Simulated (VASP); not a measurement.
# LiSi16 (a cell with a defect) in VASP: single point with LDA

Aim: the single point of LiSi16 (a cell with a defect) with LDA.

Program: VASP 6.6.1. These are calculated values, not measurements. Logs are shortened: lines on timing, memory, paths and dates and some standing lists are left out, and cuts for length are marked.

## (1) The cell of the first run

The cell holds a defect, 17 atoms: a = 7.640 Å, b = 7.640 Å, c = 7.640 Å, α = 60.00°, β = 60.00°, γ = 60.00°.

## (2) Single point, LDA

INCAR

```
SYSTEM = LiSi16
PREC     = Accurate       ! precision mode
ENCUT    = 520            ! plane-wave cutoff, eV
EDIFF    = 1E-6           ! SCF threshold, eV
ISMEAR   = 0              ! smearing method
SIGMA    = 0.02           ! smearing width, eV
LREAL    = Auto         
LASPH    = .True.         ! aspherical terms in the spheres
NELM     = 60             ! most SCF steps
ALGO     = Normal         ! electronic algorithm
ISIF     = 2              ! what is computed and relaxed
LWAVE    = .False.        ! write WAVECAR
LCHARG   = .True.         ! write CHGCAR
GGA      = CA             ! functional
LELF     = .True.         ! ELF
LVHAR    = .True.       
NBANDS   = 48             ! bands
NELECT   = 66.0
```

KPOINTS

```
Automatic mesh
0
Gamma
  3 3 3
  0 0 0
```

POSCAR

```
LiSi16
1.0
    0.0000000000      5.4019422730     -5.4019422730
    5.4019422730      5.4019422730      0.0000000000
    5.4019422730      0.0000000000     -5.4019422730
Si Li
16 1
Direct
    0.1311631010      0.1291080994      0.1294885181
    0.1163489849      0.6509531799      0.1146762532
    0.6085707388      0.1291065259      0.1294873149
    0.6241450444      0.6199539593      0.1300805274
    0.1311599540      0.1291014351      0.6069049491
    0.1317522410      0.6199562733      0.6224699988
    0.6347700191      0.0956946546      0.6330993238
    0.6241449519      0.6199612715      0.6224688881
    0.2508548651      0.7550461101      0.2491795417
    0.2402298904      0.2793054653      0.2385640081
    0.7432476685      0.7550437961      0.2491785236
    0.7438369936      0.2458918354      0.2647596786
    0.2508550502      0.7550387053      0.7415752145
    0.2664291707      0.2458935940      0.7421645396
    0.7586510172      0.7240467969      0.7569784706
    0.7438400481      0.2458985922      0.7421663908
   -0.0624999274      0.1874999674     -0.0641650692
```

Potentials or basis: VASP PAW LDA potentials, release 64 (Si, Li_sv).

The run is started by

```
> cat potpaw_LDA.64/Si/POTCAR potpaw_LDA.64/Li_sv/POTCAR > POTCAR
> mpirun -np 1 vasp_std > vasp.out
```

OUTCAR:

```text
SYSTEM = LiSi16
   PREC = Accurate
   ENCUT = 520
   EDIFF = 1E-6
   ISMEAR = 0
   LREAL = Auto
   LASPH = .True.
   NELM = 60
   ISIF = 2
   GGA = CA
   NELECT = 66.0

 ion  position               nearest neighbor table
   1  0.131  0.129  0.129-  10 2.30  17 2.33   9 2.33  14 2.42  12 2.42
   2  0.116  0.651  0.115-  10 2.32  11 2.33  13 2.33   9 2.33
   3  0.609  0.129  0.129-  10 2.30  17 2.33  11 2.33  16 2.42  12 2.42
   4  0.624  0.620  0.130-   9 2.33  11 2.33  15 2.33  12 2.33
   5  0.131  0.129  0.607-  10 2.30  17 2.33  13 2.33  16 2.42  14 2.42
   6  0.132  0.620  0.622-  13 2.33   9 2.33  15 2.33  14 2.33
   7  0.635  0.096  0.633-  12 2.30  14 2.30  16 2.30  15 2.32
   8  0.624  0.620  0.622-  13 2.33  11 2.33  15 2.33  16 2.33
   9  0.251  0.755  0.249-   4 2.33   6 2.33   2 2.33   1 2.33
  10  0.240  0.279  0.239-   1 2.30   3 2.30   5 2.30   2 2.32
  11  0.743  0.755  0.249-   8 2.33   4 2.33   2 2.33   3 2.33
  12  0.744  0.246  0.265-   7 2.30  17 2.33   4 2.33   3 2.42   1 2.42
  13  0.251  0.755  0.742-   8 2.33   6 2.33   2 2.33   5 2.33
  14  0.266  0.246  0.742-   7 2.30  17 2.33   6 2.33   5 2.42   1 2.42
  15  0.759  0.724  0.757-   7 2.32   6 2.33   8 2.33   4 2.33
  16  0.744  0.246  0.742-   7 2.30  17 2.33   8 2.33   5 2.42   3 2.42
  17  0.938  0.187  0.936-   1 2.33  12 2.33  14 2.33   3 2.33   5 2.33  16 2.33

  LATTYP: Found a face centered cubic cell.
 ALAT       =    10.8038845460

  Lattice vectors:

 A1 = (   0.0000000000,   5.4019422730,  -5.4019422730)
 A2 = (   5.4019422730,   5.4019422730,   0.0000000000)
 A3 = (   5.4019422730,   0.0000000000,  -5.4019422730)

Analysis of symmetry for initial positions (statically):
=====================================================================
 Subroutine PRICEL returns:
 Original cell was already a primitive cell.

 Routine SETGRP: Setting up the symmetry group for a
 face centered cubic supercell.

 Subroutine GETGRP returns: Found  2 space group operations
 (whereof  1 operations were pure point group operations)
 out of a pool of 48 trial point group operations.

The static configuration has the point symmetry C_1 .
 The point group associated with its full space group is C_2 .

Analysis of symmetry for dynamics (positions and initial velocities):
=====================================================================
 Subroutine PRICEL returns:
 Original cell was already a primitive cell.

 Routine SETGRP: Setting up the symmetry group for a
 face centered cubic supercell.

 Subroutine GETGRP returns: Found  2 space group operations
 (whereof  1 operations were pure point group operations)
 out of a pool of 48 trial point group operations.

The dynamic configuration has the point symmetry C_1 .
 The point group associated with its full space group is C_2 .

 Subroutine INISYM returns: Found  2 space group operations
 (whereof  1 operations are pure point group operations),
 and found     1 'primitive' translations

----------------------------------------------------------------------------------------

                                     Primitive cell

  volume of cell :     315.2679

  direct lattice vectors                    reciprocal lattice vectors
     0.000000000  5.401942273 -5.401942273    -0.092559301  0.092559301 -0.092559301
     5.401942273  5.401942273  0.000000000     0.092559301  0.092559301  0.092559301
     5.401942273  0.000000000 -5.401942273     0.092559301 -0.092559301 -0.092559301

  length of vectors
     7.639500026  7.639500026  7.639500026     0.160317412  0.160317412  0.160317412

  position of ions in fractional coordinates (direct lattice)
     0.131163101  0.129108099  0.129488518
     0.116348985  0.650953180  0.114676253
     0.608570739  0.129106526  0.129487315
     0.624145044  0.619953959  0.130080527
     0.131159954  0.129101435  0.606904949
     0.131752241  0.619956273  0.622469999
[... 9 lines left out ...]
     0.743840048  0.245898592  0.742166391
     0.937500073  0.187499967  0.935834931

  ion indices of the primitive-cell ions
   primitive index   ion index
                 1           1
                 2           2
                 3           3
                 4           4
                 5           5
                 6           6
[... 9 lines left out ...]
                16          16
                17          17

----------------------------------------------------------------------------------------

 KPOINTS: Automatic mesh

Automatic generation of k-mesh.
 Grid dimensions read from file:
 generate k-points for:    3    3    3

 Generating k-lattice:

  Cartesian coordinates                     Fractional coordinates (reciprocal lattice)
    -0.030853100  0.030853100 -0.030853100     0.333333333  0.000000000  0.000000000
     0.030853100  0.030853100  0.030853100     0.000000000  0.333333333  0.000000000
     0.030853100 -0.030853100 -0.030853100     0.000000000  0.000000000  0.333333333

  Length of vectors
     0.053439137  0.053439137  0.053439137

  Shift w.r.t. Gamma in fractional coordinates (k-lattice)
     0.000000000  0.000000000  0.000000000

 Subroutine IBZKPT returns following result:
 ===========================================

 Found     10 irreducible k-points:

 Following reciprocal coordinates:
            Coordinates               Weight
  0.000000  0.000000  0.000000      1.000000
  0.333333  0.000000  0.000000      2.000000
  0.000000  0.333333  0.000000      2.000000
  0.000000  0.000000  0.333333      4.000000
  0.333333  0.333333  0.000000      2.000000
  0.000000  0.333333  0.333333      4.000000
 -0.333333  0.333333  0.000000      2.000000
  0.000000 -0.333333  0.333333      4.000000
  0.333333  0.000000 -0.333333      4.000000
  0.333333  0.333333 -0.333333      2.000000
   k-points           NKPTS =     10   k-points in BZ     NKDIM =     10   number of bands    NBANDS=     48
   number of dos      NEDOS =    301   number of ions     NIONS =     17
   total plane-waves  NPLWV = 216000
   dimension x,y,z NGX =    60 NGY =   60 NGZ =   60
   dimension x,y,z NGXF=   120 NGYF=  120 NGZF=  120
   ions per type =              16   1
   NGX,Y,Z   is equivalent  to a cutoff of  13.06, 13.06, 13.06 a.u.
   NGXF,Y,Z  is equivalent  to a cutoff of  26.11, 26.11, 26.11 a.u.
 SYSTEM =  LiSi16
   PREC   = accura    normal or accurate (medium, high low for compatibility)
   ISTART =      0    job   : 0-new  1-cont  2-samecut
   ICHARG =      2    charge: 1-file 2-atom 10-const
   ISPIN  =      1    spin polarized calculation?
   LNONCOLLINEAR =      F non collinear calculations
   LSORBIT =      F    spin-orbit coupling
   LASPH  =      T    aspherical Exc in radial PAW
   ENCUT  =  520.0 eV  38.22 Ry    6.18 a.u.  14.20 14.20 14.20*2*pi/ulx,y,z
   NELM   =     60;   NELMIN=  2; NELMDL= -5     # of ELM steps
   EDIFF  = 0.1E-05   stopping-criterion for ELM
   LREAL  =      T    real-space projection
   EDIFFG = 0.1E-04   stopping-criterion for IOM
   NSW    =      0    number of steps for IOM
   IBRION =     -1    ionic relax: 0-MD 1-quasi-New 2-CG
   NFREE  =      0    steps in history (QN), initial steepest desc. (CG)
   ISIF   =      2    stress and relaxation
   ISYM   =      2    0-nonsym 1-usesym 2-fastsym
   POTIM  = 0.5000    time-step for ionic-motion
   TEBEG  =    0.0;   TEEND  =   0.0 temperature during run
   PSTRESS=    0.0 pullay stress
   NELECT =      66.0000    total number of electrons
   NUPDOWN=      -1.0000    fix difference up-down
   EMIN   =  10.00;   EMAX   =-10.00  energy-range for DOS
   EFERMI =   0.00;   METHOD = LEGACY
   ISMEAR =     0;   SIGMA  =   0.02  broadening in eV -4-tet -1-fermi 0-gaus
   EFERMI_NEDOS =   21; number of points for ismear=-14 and -15
   IALGO  =     38    algorithm
   IMIX   =      4    mixing-type and parameters
     AMIX     =   0.40;   BMIX     =  1.00
     AMIX_MAG =   1.60;   BMIX_MAG =  1.00
  volume/ion in A,a.u.               =      18.55       125.15
  Fermi-wavevector in a.u.,A,eV,Ry     =   0.972067  1.836940 12.856339  0.944914
  Thomas-Fermi vector in A             =   2.102335
   LORBIT       =      0    0 simple, 1 ext, 2 COOP (PROOUT), +10 PAW based schemes
   GGA     = CA    functional components
   LHFCALC =     F    Hartree Fock is set to
   AEXX    =    0.0000 exact exchange contribution
   IVDW    =     0    specifies the selected vdW correction
   LEPSILON=     F    determine dielectric tensor
   LRPA    =     F    only Hartree local field effects (RPA)
 non-spin polarized calculation
 Gauss-broadening in eV      SIGMA  =   0.02
  energy-cutoff  :      520.00
  volume of cell :      315.27
 maximum number of plane-waves:      8492
 NGX is ok and might be reduce to    60
   NGX = 29   NGY = 29   NGZ = 29

 number of electron      66.0000001 magnetization

 Free energy of the ion-electron system (eV)
  ---------------------------------------------------
  ext. energy  EPLUGINS =         0.00000000
  ---------------------------------------------------
  free energy    TOTEN  =      -103.27835470 eV

  energy without entropy =     -103.27835470  energy(sigma->0) =     -103.27835470

 E-fermi :   6.2031     XC(G=0):  -9.7184

 val. band max:        6.1284896937   @ k =   0.0000   0.0000   0.0000
 cond. band min:       6.2758722304   @ k =   0.0000   0.0000   0.0000
 fundamental gap:      0.1473825367
 Fermi energy:         6.2030833257

 k-point     1 :       0.0000    0.0000    0.0000
  band No.  band energies     occupation
      1     -39.1789      2.00000
      2      -5.9285      2.00000
      3      -3.6549      2.00000
      4      -3.5857      2.00000
      5      -3.5857      2.00000
      6      -3.5381      2.00000
[... 37 lines left out ...]
     44       8.3259      0.00000
     45       8.3259      0.00000

 k-point     2 :       0.3333    0.0000    0.0000
  band No.  band energies     occupation
      1     -39.1789      2.00000
      2      -5.5701      2.00000
      3      -4.5579      2.00000
      4      -3.4740      2.00000
      5      -3.4370      2.00000
      6      -3.3808      2.00000
[... 376 lines left out ...]
 k-point    10 :       0.3333    0.3333   -0.3333
  band No.  band energies     occupation
      1     -39.1789      2.00000
      2      -4.9906      2.00000
      3      -4.6778      2.00000
      4      -4.5789      2.00000
      5      -3.6546      2.00000
      6      -3.5824      2.00000
[... 37 lines left out ...]
     44       9.6087      0.00000
     45       9.7276      0.00000
 [bands above 45 left out]

------------------------ aborting loop because EDIFF is reached ----------------------------------------

  FORCE on cell =-STRESS in cart. coord.  units (eV):
  Direction    XX          YY          ZZ          XY          YZ          ZX
  --------------------------------------------------------------------------------------
  -------------------------------------------------------------------------------------
  Total       -5.4942154     -5.4959026     -5.4942154     -0.9898877     -0.9898877     -0.9894013
  in kB      -27.9213523    -27.9299268    -27.9213523     -5.0305643     -5.0305643     -5.0280924
  external PRESSURE =     -27.9242105 kB  Pullay stress =       0.0000000 kB

 VOLUME and BASIS-vectors are now :
 -----------------------------------------------------------------------------
  energy-cutoff  :      520.00
  volume of cell :      315.27
      direct lattice vectors                 reciprocal lattice vectors
     0.000000000  5.401942273 -5.401942273    -0.092559301  0.092559301 -0.092559301
     5.401942273  5.401942273  0.000000000     0.092559301  0.092559301  0.092559301
     5.401942273  0.000000000 -5.401942273     0.092559301 -0.092559301 -0.092559301

 POSITION                                       TOTAL-FORCE (eV/Angst)
 -----------------------------------------------------------------------------------
      1.39692      1.40597     -1.40802         0.000788      0.000460      0.005290
      4.13589      4.14492     -1.24798        -0.008392     -0.009420     -0.010601
      1.39691      3.98489     -3.98695         0.001577      0.005183      0.000397
      4.05164      6.72055     -4.07428         0.001838     -0.001937     -0.000972
      3.97586      1.40592     -3.98698         0.005034      0.001097      0.000473
      6.71152      4.06069     -4.07427        -0.002230      0.002525     -0.001726
[... 9 lines left out ...]
      5.33747      5.34651     -8.02732        -0.000473     -0.001097     -0.005034
      6.06819      6.07719    -10.11965        -0.000901      0.000000      0.000901
 -----------------------------------------------------------------------------------
    total drift:                                0.002265      0.000179     -0.002910

  FREE ENERGIE OF THE ION-ELECTRON SYSTEM (eV)
  ---------------------------------------------------
  free  energy   TOTEN  =      -103.2783547040 eV

  energy  without entropy=     -103.2783547025  energy(sigma->0) =     -103.27835470
```

Wall time 3.4 min (1 thread of Intel Xeon Platinum 8488C (Sapphire Rapids), shared host); peak memory 0.39 GiB.

What came out:

```
Free energy   : -103.2784 eV
Largest force : 0.019 eV/Å
```

Forces in eV/Å, atoms in the order of the input:
```
Si   0.001  0.000  0.005
Si  -0.008 -0.009 -0.011
Si   0.002  0.005  0.000
Si   0.002 -0.002 -0.001
Si   0.005  0.001  0.000
Si  -0.002  0.003 -0.002
Si  -0.011 -0.011 -0.010
Si  -0.001 -0.002  0.003
Si   0.001  0.002 -0.002
Si   0.010  0.011  0.011
Si   0.002 -0.003  0.002
Si  -0.005  0.000 -0.001
Si  -0.003  0.002  0.001
Si   0.000 -0.005 -0.002
Si   0.011  0.009  0.008
Si   0.000 -0.001 -0.005
Li  -0.001  0.000  0.001
```

Levels at points of the mesh, in eV from the Fermi level:
```tsv
k point	band 31	band 32	band 33	band 34	band 35	band 36
(0.00, 0.00, 0.00)	-0.13	-0.07	-0.07	0.07	0.43	0.43
```

Caveat: the cell carries a net charge on a neutralising background, which shifts energy and pressure; the cell is charged against a uniform background, so pressure and absolute levels hang on convention; the cutoff is under 1.25 times the usual one of these potentials, so pressure, stress and relaxed cells hold a basis-set (Pulay) error.
